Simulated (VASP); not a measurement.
# WSe2 in VASP: single point with PBE+D3(BJ)

Aim: the single point of WSe2 with PBE+D3(BJ).

All numbers are computed with VASP 6.6.1; they aren't measurements. Logs are shortened: lines on timing, memory, paths and dates and some standing lists are left out, and cuts for length are marked.

### Step 1. The cell of the first run

The cell holds a slab with vacuum, 6 atoms: a = 3.285 Å, b = 3.285 Å, c = 24.239 Å, α = 90.00°, β = 90.00°, γ = 120.00°.

### Step 2. Single point, PBE+D3(BJ) (layers slid over each other)

Contents of INCAR:

```
ALGO = Normal ; DIPOL = 0.5 0.5 0.397
EDIFF = 1E-6 ; ENCUT = 520
GGA = PE ; IDIPOL = 3
ISIF = 2 ; ISMEAR = 0
IVDW = 12 ; LASPH = True
LCHARG = False ; LDIPOL = True
LREAL = False ; LWAVE = False
NBANDS = 35 ; NELM = 100
PREC = Accurate ; SIGMA = 0.05
```

Contents of KPOINTS:

```
k-points
0
Gamma
  9 9 1
```

Contents of POSCAR:

```
WSe2
1.0
    3.2854926884      0.0000000000      0.0000000000
   -1.6427463442      2.8453201321      0.0000000000
    0.0000000000      0.0000000000     24.2386466672
Se W
4 2
Direct
    0.3333333333      0.6666666667      0.1856539295
    0.3333333333      0.6666666667      0.3246601777
    0.5000000000      1.3333333333      0.4694702427
    0.5000000000      1.3333333333      0.6084764909
    0.6666666667      0.3333333333      0.2551570536
    0.8333333333      1.0000000000      0.5389733668
```

Potentials or basis: VASP PAW PBE potentials, release 64 (Se, W_sv).

Run with:

```console
$ cat potpaw_PBE.64/Se/POTCAR potpaw_PBE.64/W_sv/POTCAR > POTCAR
$ mpirun -np 1 vasp_std > vasp.out
```

OUTCAR:

```text
EDIFF = 1E-6
   ENCUT = 520
   GGA = PE
   ISIF = 2
   ISMEAR = 0
   IVDW = 12
   LASPH = True
   LREAL = False
   NELM = 100
   PREC = Accurate
 IVDW          = 12

 ion  position               nearest neighbor table
   1  0.333  0.667  0.186-   5 2.54   5 2.54   5 2.54
   2  0.333  0.667  0.325-   5 2.54   5 2.54   5 2.54
   3  0.500  0.333  0.469-   6 2.54   6 2.54   6 2.54
   4  0.500  0.333  0.608-   6 2.54   6 2.54   6 2.54
   5  0.667  0.333  0.255-   2 2.54   1 2.54   2 2.54   1 2.54   2 2.54   1 2.54
   6  0.833  0.000  0.539-   3 2.54   4 2.54   3 2.54   4 2.54   3 2.54   4 2.54

  LATTYP: Found a hexagonal cell.
 ALAT       =     3.2854926884
 C/A-ratio  =     7.3774769771

  Lattice vectors:

 A1 = (   3.2854926884,   0.0000000000,   0.0000000000)
 A2 = (  -1.6427463442,   2.8453201321,   0.0000000000)
 A3 = (   0.0000000000,   0.0000000000,  24.2386466672)

Analysis of symmetry for initial positions (statically):
=====================================================================
 Subroutine PRICEL returns:
 Original cell was already a primitive cell.

 Routine SETGRP: Setting up the symmetry group for a
 hexagonal supercell.

 Subroutine GETGRP returns: Found  1 space group operations
 (whereof  1 operations were pure point group operations)
 out of a pool of 24 trial point group operations.

The static configuration has the point symmetry C_1 .

Analysis of symmetry for dynamics (positions and initial velocities):
=====================================================================
 Subroutine PRICEL returns:
 Original cell was already a primitive cell.

 Routine SETGRP: Setting up the symmetry group for a
 hexagonal supercell.

 Subroutine GETGRP returns: Found  1 space group operations
 (whereof  1 operations were pure point group operations)
 out of a pool of 24 trial point group operations.

The dynamic configuration has the point symmetry C_1 .

 Subroutine INISYM returns: Found  1 space group operations
 (whereof  1 operations are pure point group operations),
 and found     1 'primitive' translations

----------------------------------------------------------------------------------------

                                     Primitive cell

  volume of cell :     226.5896

  direct lattice vectors                    reciprocal lattice vectors
     3.285492688  0.000000000  0.000000000     0.304368353  0.175727151  0.000000000
    -1.642746344  2.845320132  0.000000000     0.000000000  0.351454302  0.000000000
     0.000000000  0.000000000 24.238646667     0.000000000  0.000000000  0.041256429

  length of vectors
     3.285492688  3.285492688 24.238646667     0.351454302  0.351454302  0.041256429

  position of ions in fractional coordinates (direct lattice)
     0.333333333  0.666666667  0.185653929
     0.333333333  0.666666667  0.324660178
     0.500000000  0.333333333  0.469470243
     0.500000000  0.333333333  0.608476491
     0.666666667  0.333333333  0.255157054
     0.833333333  0.000000000  0.538973367

  ion indices of the primitive-cell ions
   primitive index   ion index
                 1           1
                 2           2
                 3           3
                 4           4
                 5           5
                 6           6

----------------------------------------------------------------------------------------

 KPOINTS: k-points

Automatic generation of k-mesh.
 Grid dimensions read from file:
 generate k-points for:    9    9    1

 Generating k-lattice:

  Cartesian coordinates                     Fractional coordinates (reciprocal lattice)
     0.033818706  0.019525239  0.000000000     0.111111111  0.000000000  0.000000000
     0.000000000  0.039050478  0.000000000     0.000000000  0.111111111  0.000000000
     0.000000000  0.000000000  0.041256429     0.000000000  0.000000000  1.000000000

  Length of vectors
     0.039050478  0.039050478  0.041256429

  Shift w.r.t. Gamma in fractional coordinates (k-lattice)
     0.000000000  0.000000000  0.000000000

 Subroutine IBZKPT returns following result:
 ===========================================

 Found     41 irreducible k-points:

 Following reciprocal coordinates:
            Coordinates               Weight
  0.000000  0.000000  0.000000      1.000000
  0.111111 -0.000000  0.000000      2.000000
  0.000000  0.111111  0.000000      2.000000
 -0.111111  0.111111  0.000000      2.000000
  0.222222 -0.000000  0.000000      2.000000
  0.000000  0.222222  0.000000      2.000000
[... 16 lines left out ...]
  0.333333  0.111111  0.000000      2.000000
 -0.111111  0.444444  0.000000      2.000000
 [... further k-points ...]
   k-points           NKPTS =     41   k-points in BZ     NKDIM =     41   number of bands    NBANDS=     35
   number of dos      NEDOS =    301   number of ions     NIONS =      6
   total plane-waves  NPLWV = 103680
   dimension x,y,z NGX =    24 NGY =   24 NGZ =  180
   dimension x,y,z NGXF=    48 NGYF=   48 NGZF=  360
   ions per type =               4   2
   NGX,Y,Z   is equivalent  to a cutoff of  12.14, 12.14, 12.35 a.u.
   NGXF,Y,Z  is equivalent  to a cutoff of  24.29, 24.29, 24.69 a.u.
 SYSTEM =  unknown system
   PREC   = accura    normal or accurate (medium, high low for compatibility)
   ISTART =      0    job   : 0-new  1-cont  2-samecut
   ICHARG =      2    charge: 1-file 2-atom 10-const
   ISPIN  =      1    spin polarized calculation?
   LNONCOLLINEAR =      F non collinear calculations
   LSORBIT =      F    spin-orbit coupling
   LASPH  =      T    aspherical Exc in radial PAW
   ENCUT  =  520.0 eV  38.22 Ry    6.18 a.u.   6.11  6.11 45.07*2*pi/ulx,y,z
   NELM   =    100;   NELMIN=  2; NELMDL= -5     # of ELM steps
   EDIFF  = 0.1E-05   stopping-criterion for ELM
   LREAL  =      F    real-space projection
   EDIFFG = 0.1E-04   stopping-criterion for IOM
   NSW    =      0    number of steps for IOM
   IBRION =     -1    ionic relax: 0-MD 1-quasi-New 2-CG
   NFREE  =      0    steps in history (QN), initial steepest desc. (CG)
   ISIF   =      2    stress and relaxation
   ISYM   =      2    0-nonsym 1-usesym 2-fastsym
   POTIM  = 0.5000    time-step for ionic-motion
   TEBEG  =    0.0;   TEEND  =   0.0 temperature during run
   PSTRESS=    0.0 pullay stress
   NELECT =      52.0000    total number of electrons
   NUPDOWN=      -1.0000    fix difference up-down
   EMIN   =  10.00;   EMAX   =-10.00  energy-range for DOS
   EFERMI =   0.00;   METHOD = LEGACY
   ISMEAR =     0;   SIGMA  =   0.05  broadening in eV -4-tet -1-fermi 0-gaus
   EFERMI_NEDOS =   21; number of points for ismear=-14 and -15
   IALGO  =     38    algorithm
   IMIX   =      4    mixing-type and parameters
     AMIX     =   0.40;   BMIX     =  1.00
     AMIX_MAG =   1.60;   BMIX_MAG =  1.00
  volume/ion in A,a.u.               =      37.76       254.85
  Fermi-wavevector in a.u.,A,eV,Ry     =   1.002296  1.894065 13.668372  1.004597
  Thomas-Fermi vector in A             =   2.134774
   LORBIT       =      0    0 simple, 1 ext, 2 COOP (PROOUT), +10 PAW based schemes
   GGA     = PE    functional components
   LHFCALC =     F    Hartree Fock is set to
   AEXX    =    0.0000 exact exchange contribution
   IVDW    =    12    specifies the selected vdW correction
   LEPSILON=     F    determine dielectric tensor
   LRPA    =     F    only Hartree local field effects (RPA)
 non-spin polarized calculation
 Gauss-broadening in eV      SIGMA  =   0.05
  energy-cutoff  :      520.00
  volume of cell :      226.59
 maximum number of plane-waves:      6144
   NGX = 13   NGY = 13   NGZ = 91

 dipolmoment           0.000000      0.000000     -0.000002 electrons x Angstroem

 number of electron      51.9999987 magnetization

 dipolmoment           0.000000      0.000000      0.000899 electrons x Angstroem

 Free energy of the ion-electron system (eV)
  ---------------------------------------------------
  ext. energy  EPLUGINS =         0.00000000
  ---------------------------------------------------
  free energy    TOTEN  =       -43.20463593 eV

  energy without entropy =      -43.20463593  energy(sigma->0) =      -43.20463593

 E-fermi :   1.1731     XC(G=0):  -6.2627

 val. band max:        0.8701446496   @ k =   0.3333   0.3333   0.0000
 cond. band min:       2.4222406581   @ k =   0.2222   0.1111   0.0000
 fundamental gap:      1.5520960085
 Fermi energy:         1.1731233568

 k-point     1 :       0.0000    0.0000    0.0000
  band No.  band energies     occupation
      1     -73.1891      2.00000
      2     -73.1729      2.00000
      3     -37.4353      2.00000
      4     -37.4188      2.00000
      5     -37.3007      2.00000
      6     -37.3002      2.00000
[... 27 lines left out ...]
     34       4.0370      0.00000
     35       5.1875      0.00000

 k-point     2 :       0.1111   -0.0000    0.0000
  band No.  band energies     occupation
      1     -73.1879      2.00000
      2     -73.1717      2.00000
      3     -37.4300      2.00000
      4     -37.4135      2.00000
      5     -37.3281      2.00000
      6     -37.3123      2.00000
[... 27 lines left out ...]
     34       4.1773      0.00000
     35       5.6044      0.00000

 k-point     3 :       0.0000    0.1111    0.0000
  band No.  band energies     occupation
      1     -73.1879      2.00000
      2     -73.1717      2.00000
      3     -37.4300      2.00000
      4     -37.4135      2.00000
      5     -37.3282      2.00000
      6     -37.3124      2.00000
[... 27 lines left out ...]
     34       4.1621      0.00000
     35       5.6060      0.00000
[... 723 lines left out ...]
 k-point    23 :       0.3333    0.1111    0.0000
  band No.  band energies     occupation
      1     -73.1795      2.00000
      2     -73.1633      2.00000
      3     -37.5015      2.00000
      4     -37.4858      2.00000
      5     -37.3938      2.00000
      6     -37.3773      2.00000
[... 27 lines left out ...]
     34       5.2151      0.00000
     35       6.3640      0.00000

 k-point    24 :      -0.1111    0.4444    0.0000
  band No.  band energies     occupation
      1     -73.1795      2.00000
      2     -73.1633      2.00000
      3     -37.5017      2.00000
      4     -37.4858      2.00000
      5     -37.3938      2.00000
      6     -37.3773      2.00000
[... 27 lines left out ...]
     34       5.1949      0.00000
     35       6.3961      0.00000

 [... further k-points ...]

------------------------ aborting loop because EDIFF is reached ----------------------------------------

 vacuum level on the upper side and lower side of the slab       (xc-potential included)        -0.129        -0.148

 Edisp (eV)   -2.32140

 E8    (eV) :    -1.0671

  FORCE on cell =-STRESS in cart. coord.  units (eV):
  Direction    XX          YY          ZZ          XY          YZ          ZX
  --------------------------------------------------------------------------------------
  -------------------------------------------------------------------------------------
  Total      -0.00087     0.01323    -0.29757    -0.04161    -0.05851     0.09924
  in kB      -0.00618     0.09352    -2.10403    -0.29424    -0.41369     0.70168
  external pressure =       -0.67 kB  Pullay stress =        0.00 kB

 VOLUME and BASIS-vectors are now :
 -----------------------------------------------------------------------------
  energy-cutoff  :      520.00
  volume of cell :      226.59
      direct lattice vectors                 reciprocal lattice vectors
     3.285492688  0.000000000  0.000000000     0.304368353  0.175727151  0.000000000
    -1.642746344  2.845320132  0.000000000     0.000000000  0.351454302  0.000000000
     0.000000000  0.000000000 24.238646667     0.000000000  0.000000000  0.041256429

 POSITION                                       TOTAL-FORCE (eV/Angst)
 -----------------------------------------------------------------------------------
     -0.00000      1.89688      4.50000         0.001487      0.000045     -0.037063
     -0.00000      1.89688      7.86932        -0.020320      0.010944      0.114034
      1.09516      0.94844     11.37932         0.017360     -0.011653     -0.109518
      1.09516      0.94844     14.74865         0.000903      0.000389      0.039412
      1.64275      0.94844      6.18466        -0.004930      0.003105      0.032400
      2.73791      0.00000     13.06399         0.005500     -0.002829     -0.039265
 -----------------------------------------------------------------------------------
    total drift:                                0.000175      0.000026     -0.000253

  FREE ENERGIE OF THE ION-ELECTRON SYSTEM (eV)
  ---------------------------------------------------
  free  energy   TOTEN  =       -45.5260377246 eV

  energy  without entropy=      -45.5260377246  energy(sigma->0) =      -45.52603772

 vacuum level on the upper side and lower side of the slab         5.817         5.800
```

It took 7.3 min on 1 thread of Intel Xeon Platinum 8488C (Sapphire Rapids), shared host; peak memory 0.47 GiB.

Results:

```
Free energy                : -45.5260 eV
Largest force              : 0.116 eV/Å
Band gap on the k mesh     : 1.55 eV (least direct gap 1.65 eV)
Dispersion energy per atom : -0.387 eV
```

Forces on the atoms (eV/Å):
```
Se   0.001  0.000 -0.037
Se  -0.020  0.011  0.114
Se   0.017 -0.012 -0.110
Se   0.001  0.000  0.039
W   -0.005  0.003  0.032
W    0.005 -0.003 -0.039
```

Caveat: the cell differs from its parent crystal (layers slid over each other); spin-orbit coupling is left out, which moves the levels of the heavy elements.
